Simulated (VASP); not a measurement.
# Sc4Ta (Pm-3m) in VASP: notebook, part 2 of 2

VASP 6.6.1. Earlier steps stand in the parts before.

## Step 4: Relaxation of cell and atoms, PBE

This run uses another cell than the first one, of 23.07 Å³/atom, 0.994 times its volume.

The input, INCAR:

```
PREC = Accurate
ENCUT = 600
EDIFF = 1E-7
ISMEAR = 0
SIGMA = 0.1
LREAL = False
LASPH = True
NELM = 100
ALGO = Fast
ISIF = 3
LWAVE = False
LCHARG = False
GGA = PE
IBRION = 2
NSW = 100
EDIFFG = -0.01
```

The input, KPOINTS:

```
Automatic mesh
0
Gamma
  8 8 8
```

The input, POSCAR:

```
Sc4Ta
1.0
    4.8678670818      0.0000000000      0.0000000000
    0.0000000000      4.8678670818      0.0000000000
    0.0000000000      0.0000000000      4.8678670818
Sc Ta
4 1
Direct
    0.0000000000      0.5000000000      0.5000000000
    0.5000000000      0.0000000000      0.5000000000
    0.5000000000      0.5000000000      0.0000000000
    0.5000000000      0.5000000000      0.5000000000
    0.0000000000      0.0000000000      0.0000000000
```

Potentials or basis: VASP PAW PBE potentials, release 64 (Sc_sv, Ta_pv).

Launch:

```console
> cat potpaw_PBE.64/Sc_sv/POTCAR potpaw_PBE.64/Ta_pv/POTCAR > POTCAR
> mpirun -np 1 vasp_std > vasp.out
```

OUTCAR:

```text
PREC = Accurate
   ENCUT = 600
   EDIFF = 1E-7
   ISMEAR = 0
   LREAL = False
   LASPH = True
   NELM = 100
   ISIF = 3
   GGA = PE
   IBRION = 2
   NSW = 100
   EDIFFG = -0.01

 ion  position               nearest neighbor table
   1  0.000  0.500  0.500-   4 2.43   4 2.43   5 3.44   5 3.44   5 3.44   5 3.44
   2  0.500  0.000  0.500-   4 2.43   4 2.43   5 3.44   5 3.44   5 3.44   5 3.44
   3  0.500  0.500  0.000-   4 2.43   4 2.43   5 3.44   5 3.44   5 3.44   5 3.44
   4  0.500  0.500  0.500-   1 2.43   2 2.43   3 2.43   3 2.43   2 2.43   1 2.43
   5  0.000  0.000  0.000-   1 3.44   2 3.44   3 3.44   1 3.44   2 3.44   1 3.44   3 3.44   1 3.44
                             2 3.44   3 3.44   2 3.44   3 3.44

  LATTYP: Found a simple cubic cell.
 ALAT       =     4.8678670818

  Lattice vectors:

 A1 = (   4.8678670818,   0.0000000000,   0.0000000000)
 A2 = (   0.0000000000,   4.8678670818,   0.0000000000)
 A3 = (   0.0000000000,   0.0000000000,   4.8678670818)

Analysis of symmetry for initial positions (statically):
=====================================================================
 Subroutine PRICEL returns:
 Original cell was already a primitive cell.

 Routine SETGRP: Setting up the symmetry group for a
 simple cubic supercell.

 Subroutine GETGRP returns: Found 48 space group operations
 (whereof 48 operations were pure point group operations)
 out of a pool of 48 trial point group operations.

The static configuration has the point symmetry O_h .

Analysis of symmetry for dynamics (positions and initial velocities):
=====================================================================
 Subroutine PRICEL returns:
 Original cell was already a primitive cell.

 Routine SETGRP: Setting up the symmetry group for a
 simple cubic supercell.

 Subroutine GETGRP returns: Found 48 space group operations
 (whereof 48 operations were pure point group operations)
 out of a pool of 48 trial point group operations.

The dynamic configuration has the point symmetry O_h .

 Subroutine INISYM returns: Found 48 space group operations
 (whereof 48 operations are pure point group operations),
 and found     1 'primitive' translations

----------------------------------------------------------------------------------------

                                     Primitive cell

  volume of cell :     115.3496

  direct lattice vectors                    reciprocal lattice vectors
     4.867867082  0.000000000  0.000000000     0.205428781  0.000000000  0.000000000
     0.000000000  4.867867082  0.000000000     0.000000000  0.205428781  0.000000000
     0.000000000  0.000000000  4.867867082     0.000000000  0.000000000  0.205428781

  length of vectors
     4.867867082  4.867867082  4.867867082     0.205428781  0.205428781  0.205428781

  position of ions in fractional coordinates (direct lattice)
     0.000000000  0.500000000  0.500000000
[... 125 lines left out ...]
--------------------------------------- Ionic step        1  -------------------------------------------

 number of electron      54.9999994 magnetization

 Free energy of the ion-electron system (eV)
  ---------------------------------------------------
  ext. energy  EPLUGINS =         0.00000000
  ---------------------------------------------------
  free energy    TOTEN  =       -30.62822853 eV

  energy without entropy =      -30.58811936  energy(sigma->0) =      -30.60817394

------------------------ aborting loop because EDIFF is reached ----------------------------------------

  FORCE on cell =-STRESS in cart. coord.  units (eV):
  Direction    XX          YY          ZZ          XY          YZ          ZX
  --------------------------------------------------------------------------------------
  -------------------------------------------------------------------------------------
  Total        0.4193315      0.4193315      0.4193315      0.0000000      0.0000000      0.0000000
  in kB        5.8244094      5.8244094      5.8244094      0.0000000      0.0000000      0.0000000
  external PRESSURE =       5.8244094 kB  Pullay stress =       0.0000000 kB

 VOLUME and BASIS-vectors are now :
 -----------------------------------------------------------------------------
  energy-cutoff  :      600.00
  volume of cell :      115.35
      direct lattice vectors                 reciprocal lattice vectors
     4.867867082  0.000000000  0.000000000     0.205428781  0.000000000  0.000000000
     0.000000000  4.867867082  0.000000000     0.000000000  0.205428781  0.000000000
     0.000000000  0.000000000  4.867867082     0.000000000  0.000000000  0.205428781

 POSITION                                       TOTAL-FORCE (eV/Angst)
 -----------------------------------------------------------------------------------
      0.00000      2.43393      2.43393         0.000000      0.000000      0.000000
      2.43393      0.00000      2.43393         0.000000      0.000000      0.000000
      2.43393      2.43393      0.00000         0.000000      0.000000      0.000000
      2.43393      2.43393      2.43393         0.000000      0.000000      0.000000
      0.00000      0.00000      0.00000         0.000000      0.000000      0.000000
 -----------------------------------------------------------------------------------
    total drift:                                0.000000      0.000000     -0.000000

  FREE ENERGIE OF THE ION-ELECTRON SYSTEM (eV)
  ---------------------------------------------------
  free  energy   TOTEN  =       -30.6282285256 eV

  energy  without entropy=      -30.5881193567  energy(sigma->0) =      -30.60817394

--------------------------------------- Ionic step        2  -------------------------------------------

 number of electron      54.9999991 magnetization

 Free energy of the ion-electron system (eV)
  ---------------------------------------------------
  ext. energy  EPLUGINS =         0.00000000
  ---------------------------------------------------
  free energy    TOTEN  =       -30.63056850 eV

  energy without entropy =      -30.59023833  energy(sigma->0) =      -30.61040342

 E-fermi :   3.6958     XC(G=0): -10.2388

 val. band max:        3.6891202099   @ k =   0.2500   0.2500   0.1250
 cond. band min:       3.7047603536   @ k =   0.5000   0.2500   0.2500
 fundamental gap:      0.0156401437
 Fermi energy:         3.6958490118

 k-point     1 :       0.0000    0.0000    0.0000
  band No.  band energies     occupation
      1     -45.5789      2.00000
      2     -45.4304      2.00000
      3     -45.4304      2.00000
      4     -44.2356      2.00000
      5     -31.3866      2.00000
      6     -31.3866      2.00000
[... 853 lines left out ...]
     32       4.9532      0.00000
     33       5.2245      0.00000

 [... further k-points ...]

------------------------ aborting loop because EDIFF is reached ----------------------------------------

  FORCE on cell =-STRESS in cart. coord.  units (eV):
  Direction    XX          YY          ZZ          XY          YZ          ZX
  --------------------------------------------------------------------------------------
  -------------------------------------------------------------------------------------
  Total       -0.0351413     -0.0351413     -0.0351413      0.0000000      0.0000000     -0.0000000
  in kB       -0.4822268     -0.4822268     -0.4822268      0.0000000      0.0000000     -0.0000000
  external PRESSURE =      -0.4822268 kB  Pullay stress =       0.0000000 kB

 VOLUME and BASIS-vectors are now :
 -----------------------------------------------------------------------------
  energy-cutoff  :      600.00
  volume of cell :      116.76
      direct lattice vectors                 reciprocal lattice vectors
     4.887562144 -0.000000000  0.000000000     0.204600979 -0.000000000  0.000000000
     0.000000000  4.887562144 -0.000000000     0.000000000  0.204600979 -0.000000000
    -0.000000000  0.000000000  4.887562144    -0.000000000  0.000000000  0.204600979

 POSITION                                       TOTAL-FORCE (eV/Angst)
 -----------------------------------------------------------------------------------
      0.00000      2.44378      2.44378        -0.000000      0.000000      0.000000
      2.44378      0.00000      2.44378        -0.000000      0.000000      0.000000
      2.44378      2.44378     -0.00000         0.000000     -0.000000      0.000000
      2.44378      2.44378      2.44378         0.000000      0.000000      0.000000
      0.00000      0.00000      0.00000        -0.000000     -0.000000      0.000000
 -----------------------------------------------------------------------------------
    total drift:                                0.000000      0.000000     -0.000000

  FREE ENERGIE OF THE ION-ELECTRON SYSTEM (eV)
  ---------------------------------------------------
  free  energy   TOTEN  =       -30.6305685044 eV

  energy  without entropy=      -30.5902383304  energy(sigma->0) =      -30.61040342

 reached required accuracy - stopping structural energy minimisation
```

OSZICAR:

```text
N       E                     dE             d eps       ncg     rms          rms(c)
DAV:   1     0.120688347664E+04    0.12069E+04   -0.27206E+04  2310   0.196E+03
DAV:   2     0.597031205335E+02   -0.11472E+04   -0.11385E+04  3278   0.805E+02
DAV:   3    -0.300855279261E+02   -0.89789E+02   -0.88044E+02  3746   0.310E+02
[... 70 lines left out ...]
RMM:  17    -0.306305679493E+02   -0.32398E-06   -0.19709E-06  1638   0.300E-03    0.786E-04
RMM:  18    -0.306305682193E+02   -0.27002E-06   -0.22271E-06  1585   0.252E-03    0.600E-04
RMM:  19    -0.306305683287E+02   -0.10938E-06   -0.10499E-06  1508   0.217E-03    0.598E-04
RMM:  20    -0.306305684262E+02   -0.97486E-07   -0.11809E-06  1393   0.174E-03    0.744E-04
RMM:  21    -0.306305685044E+02   -0.78277E-07   -0.57358E-07  1210   0.161E-03
   2 F= -.30630569E+02 E0= -.30610403E+02  d E =-.233998E-02
```

CONTCAR:

```text
Sc4Ta
   1.00000000000000
     4.8875621435956953   -0.0000000000000000    0.0000000000000000
     0.0000000000000000    4.8875621435956953   -0.0000000000000000
    -0.0000000000000000    0.0000000000000000    4.8875621435956953
  Sc              Ta
     4     1
Direct
     0.0000000000000000    0.5000000000000000    0.5000000000000000
     0.5000000000000000    0.0000000000000000    0.5000000000000000
     0.5000000000000000    0.5000000000000000    0.0000000000000000
     0.5000000000000000    0.5000000000000000    0.5000000000000000
     0.0000000000000000    0.0000000000000000    0.0000000000000000

  0.00000000E+00  0.00000000E+00  0.00000000E+00
  0.00000000E+00  0.00000000E+00  0.00000000E+00
  0.00000000E+00  0.00000000E+00  0.00000000E+00
  0.00000000E+00  0.00000000E+00  0.00000000E+00
  0.00000000E+00  0.00000000E+00  0.00000000E+00
```

Run time: 15 min. Hardware: 1 thread of Oxide Virtual Turin-like, shared host; peak memory 0.31 GiB.

Results:

- Free energy: -30.6306 eV
- Relaxed volume: 23.35 Å³/atom
- Relaxed cell: a = 4.888 Å, b = 4.888 Å, c = 4.888 Å, α = 90.00°, β = 90.00°, γ = 90.00°
- Space group after relaxing (to 0.05 Å): Pm-3m (No. 221)
- Energy gained by relaxing: 0.5 meV/atom
- Ionic steps: 2
- Pressure after relaxing: 0.0 GPa

The path:
| step | energy change (eV) | largest force (eV/Å) | pressure (GPa) | volume (Å³) |
| --- | --- | --- | --- | --- |
| 1 | 0.0000 | 0.0000 | 0.58 | 115.35 |
| 2 | -0.0023 | 0.0000 | -0.05 | 116.76 |

Final structure:
```
CELL_PARAMETERS angstrom
4.88756 0.00000 0.00000
0.00000 4.88756 0.00000
0.00000 0.00000 4.88756
ATOMIC_POSITIONS crystal
Sc 0.00000 0.50000 0.50000
Sc 0.50000 0.00000 0.50000
Sc 0.50000 0.50000 0.00000
Sc 0.50000 0.50000 0.50000
Ta 0.00000 0.00000 0.00000
```

Caveat: spin-orbit coupling is left out, which moves the levels of the heavy elements.

## Step 5: Summary

| task | cell | k mesh | cutoff (eV) | gap on the mesh (eV) | pressure (GPa) | relaxed volume (Å³/atom) |
| --- | --- | --- | --- | --- | --- | --- |
| single point | a = 4.878 Å, 5 atoms | 8 × 8 × 8 | 520 | none | 0.2 | - |
| relaxation of cell and atoms | relaxed from a = 4.574 Å, 5 atoms | 4 × 4 × 4 | 600 | none | 0.1 | 23.20 |
| relaxation of cell and atoms | relaxed from a = 4.868 Å, 5 atoms | 8 × 8 × 8 | 600 | none | 0.0 | 23.35 |

Alike in all rows: level PBE; potentials or basis VASP PAW PBE potentials, release 64 (Sc_sv, Ta_pv); no spin polarisation; smearing gaussian 0.1 eV.

Caveats: spin-orbit coupling is left out, which moves the levels of the heavy elements; the volume moved by over 15 % at a fixed basis, so the end points are rough (some runs).

Absolute energies hang on the potentials; compare differences alone.
